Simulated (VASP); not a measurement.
# BaS (F-43m) in VASP: settings compared, part 3 of 3

VASP 6.6.1.

### Step 5. Single point, PBE-based screened hybrid with 35 % exact exchange

The input, POSCAR:

```
BaS
1.0
    0.0000000000      3.5194117709      3.5194117709
    3.5194117709      0.0000000000      3.5194117709
    3.5194117709      3.5194117709      0.0000000000
Ba S
1 1
Direct
    0.0000000000      0.0000000000      0.0000000000
    0.2500000000      0.2500000000      0.2500000000
```

The input, INCAR.step1:

```
ALGO = Normal ; EDIFF = 1E-5
ENCUT = 520 ; GGA = PE
ISIF = 2 ; ISMEAR = 0
LASPH = True ; LCHARG = False
LREAL = False ; LWAVE = True
NBANDS = 15 ; NELM = 100
PREC = Accurate ; SIGMA = 0.01
```

The input, INCAR.step2:

```
AEXX = 0.35 ; ALGO = Normal
EDIFF = 1E-7 ; ENCUT = 520
GGA = PE ; HFSCREEN = 0.3
ISIF = 2 ; ISMEAR = 0
ISTART = 1 ; LASPH = True
LCHARG = False ; LHFCALC = True
LREAL = False ; LWAVE = False
NBANDS = 15 ; NELM = 100
PREC = Accurate ; PRECFOCK = Normal
SIGMA = 0.01
```

The input, KPOINTS:

```
k-points
0
Gamma
  4 4 4
```

Potentials or basis: VASP PAW PBE potentials, release 64 (Ba_sv, S).

The run is started by

```bash
$ cat potpaw_PBE.64/Ba_sv/POTCAR potpaw_PBE.64/S/POTCAR > POTCAR
$ cp INCAR.step1 INCAR
$ mpirun -np 1 vasp_std > vasp.out
$ cp INCAR.step2 INCAR
$ mpirun -np 1 vasp_std > vasp.out
```

OUTCAR:

```text
AEXX = 0.35
   EDIFF = 1E-7
   ENCUT = 520
   GGA = PE
   HFSCREEN = 0.3
   ISIF = 2
   ISMEAR = 0
   ISTART = 1
   LASPH = True
   LHFCALC = True
   LREAL = False
   NELM = 100
   PREC = Accurate
   PRECFOCK = Normal

 ion  position               nearest neighbor table
   1  0.000  0.000  0.000-   2 3.05   2 3.05   2 3.05   2 3.05
   2  0.250  0.250  0.250-   1 3.05   1 3.05   1 3.05   1 3.05

  LATTYP: Found a face centered cubic cell.
 ALAT       =     7.0388235418

  Lattice vectors:

 A1 = (   0.0000000000,   3.5194117709,   3.5194117709)
 A2 = (   3.5194117709,   0.0000000000,   3.5194117709)
 A3 = (   3.5194117709,   3.5194117709,   0.0000000000)

Analysis of symmetry for initial positions (statically):
=====================================================================
 Subroutine PRICEL returns:
 Original cell was already a primitive cell.

 Routine SETGRP: Setting up the symmetry group for a
 face centered cubic supercell.

 Subroutine GETGRP returns: Found 24 space group operations
 (whereof 24 operations were pure point group operations)
 out of a pool of 48 trial point group operations.
[... 167 lines left out ...]
      4     -13.0645      2.00000
      5     -12.2002      2.00000
      6      -1.6424      2.00000
      7      -1.6424      2.00000
      8      -1.6424      2.00000
      9       2.8004      0.00000
     10       5.3682      0.00000
     11       5.3682      0.00000
     12       7.3147      0.00000
     13       7.3147      0.00000
     14       7.3147      0.00000
[... 113 lines left out ...]
      2     -14.0419      2.00000
      3     -13.2300      2.00000
      4     -13.1859      2.00000
      5     -11.0407      2.00000
      6      -1.5708      2.00000
      7      -1.4596      2.00000
      8      -0.9314      2.00000
      9       3.4894      0.00000
     10       4.4714      0.00000
     11       6.2999      0.00000
     12       6.7338      0.00000
     13       7.9117      0.00000
     14       8.8272      0.00000
     15       9.0415      0.00000

------------------------ aborting loop because EDIFF is reached ----------------------------------------

  FORCE on cell =-STRESS in cart. coord.  units (eV):
  Direction    XX          YY          ZZ          XY          YZ          ZX
  --------------------------------------------------------------------------------------
  -------------------------------------------------------------------------------------
  Total        0.0482467      0.0482467      0.0482467      0.0000000      0.0000000     -0.0000000
  in kB        0.8866211      0.8866211      0.8866211      0.0000000      0.0000000     -0.0000000
  external PRESSURE =       0.8866211 kB  Pullay stress =       0.0000000 kB

 VOLUME and BASIS-vectors are now :
 -----------------------------------------------------------------------------
  energy-cutoff  :      520.00
  volume of cell :       87.18
      direct lattice vectors                 reciprocal lattice vectors
     0.000000000  3.519411771  3.519411771    -0.142069196  0.142069196  0.142069196
     3.519411771  0.000000000  3.519411771     0.142069196 -0.142069196  0.142069196
     3.519411771  3.519411771  0.000000000     0.142069196  0.142069196 -0.142069196

 POSITION                                       TOTAL-FORCE (eV/Angst)
 -----------------------------------------------------------------------------------
      0.00000      0.00000      0.00000        -0.000000     -0.000000     -0.000000
      1.75971      1.75971      1.75971         0.000000      0.000000      0.000000
 -----------------------------------------------------------------------------------
    total drift:                               -0.000000      0.000000     -0.000001

  FREE ENERGIE OF THE ION-ELECTRON SYSTEM (eV)
  ---------------------------------------------------
  free  energy   TOTEN  =       -11.2799410788 eV

  energy  without entropy=      -11.2799410788  energy(sigma->0) =      -11.27994108
```

OSZICAR.step1:

```text
N       E                     dE             d eps       ncg     rms          rms(c)
DAV:   1     0.960846650693E+02    0.96085E+02   -0.64289E+03   240   0.898E+02
DAV:   2    -0.354261317051E+01   -0.99627E+02   -0.90587E+02   356   0.161E+02
DAV:   3    -0.105780649466E+02   -0.70355E+01   -0.69928E+01   346   0.478E+01
DAV:   4    -0.107229766487E+02   -0.14491E+00   -0.14489E+00   352   0.712E+00
DAV:   5    -0.107234931320E+02   -0.51648E-03   -0.51647E-03   353   0.456E-01    0.510E+00
DAV:   6    -0.974581938692E+01    0.97767E+00   -0.13439E+00   268   0.624E+00    0.346E+00
DAV:   7    -0.970730859567E+01    0.38511E-01   -0.39315E-01   289   0.301E+00    0.252E+00
DAV:   8    -0.971835867568E+01   -0.11050E-01   -0.38105E-02   275   0.121E+00    0.789E-01
DAV:   9    -0.972933396660E+01   -0.10975E-01   -0.16909E-02   240   0.869E-01    0.378E-01
DAV:  10    -0.973255259442E+01   -0.32186E-02   -0.12690E-03   275   0.203E-01    0.130E-01
DAV:  11    -0.973396656860E+01   -0.14140E-02   -0.19920E-03   247   0.219E-01    0.318E-02
DAV:  12    -0.973400256791E+01   -0.35999E-04   -0.11374E-04   339   0.498E-02    0.376E-02
DAV:  13    -0.973402450497E+01   -0.21937E-04   -0.39594E-05   246   0.371E-02    0.104E-02
DAV:  14    -0.973402441373E+01    0.91236E-07   -0.47925E-07   253   0.491E-03
   1 F= -.97340244E+01 E0= -.97340244E+01  d E =-.265765E-24
```

It took 6.1 min on 1 thread of Intel Xeon 6975P-C (Granite Rapids), shared host; peak memory 0.34 GiB.

Results:

| Property | Result |
| --- | --- |
| Free energy | -11.2799 eV |
| Pressure | 0.1 GPa |
| Band gap on the k mesh | 3.73 eV (least direct gap 4.42 eV) |

Levels at points of the mesh, in eV from the valence-band top:
```
           k point  band 5  band 6  band 7  band 8  band 9  band 10  band 11  band 12
(0.00, 0.00, 0.00)  -11.27   -0.71   -0.71   -0.71    3.73     6.30     6.30     8.25
(0.50, 0.00, 0.00)  -10.37   -0.62   -0.43   -0.43    5.54     6.46     6.46     6.47
(0.50, 0.50, 0.00)  -10.13   -1.13   -0.01   -0.01    4.46     5.67     7.60     7.60
```

Caveat: the structure was generated, so it needn't be the stable form of BaS; the PAW data sets were made with another functional, which shifts forces and pressure a little; spin-orbit coupling is left out, which moves the levels of the heavy elements. A k mesh can miss the band edges.

### Step 6. Summary

| level | share of exact exchange | screening parameter | gap on the mesh (eV) | pressure (GPa) |
| --- | --- | --- | --- | --- |
| HSE06 | 0.25 | 0.2079 1/Å | 3.65 | 0.2 |
| PBE-based global hybrid with 10 % exact exchange | 0.1 | - | 3.39 | 0.3 |
| PBE-based global hybrid with 75 % exact exchange | 0.75 | - | 7.75 | -0.3 |
| PBE-based screened hybrid with 35 % exact exchange | 0.35 | 0.3 1/Å | 3.73 | 0.1 |

Alike in all rows: task single point; potentials or basis VASP PAW PBE potentials, release 64 (Ba_sv, S); no spin polarisation; cell as given; k mesh 4 × 4 × 4; cutoff (eV) 520; smearing gaussian 0.01 eV.

On the cell as given the gap runs from 3.39 eV (PBE-based global hybrid with 10 % exact exchange) to 7.75 eV (PBE-based global hybrid with 75 % exact exchange). The pressure there spans -0.3 GPa (PBE-based global hybrid with 75 % exact exchange) to 0.3 GPa (PBE-based global hybrid with 10 % exact exchange); a positive pressure means that this level wants a larger cell, a negative one a smaller.

Caveats: the structure was generated, so it needn't be the stable form of BaS; the PAW data sets were made with another functional, which shifts forces and pressure a little; spin-orbit coupling is left out, which moves the levels of the heavy elements.

Total energies depend on the potentials used, so only differences within one code and one set of settings carry meaning.
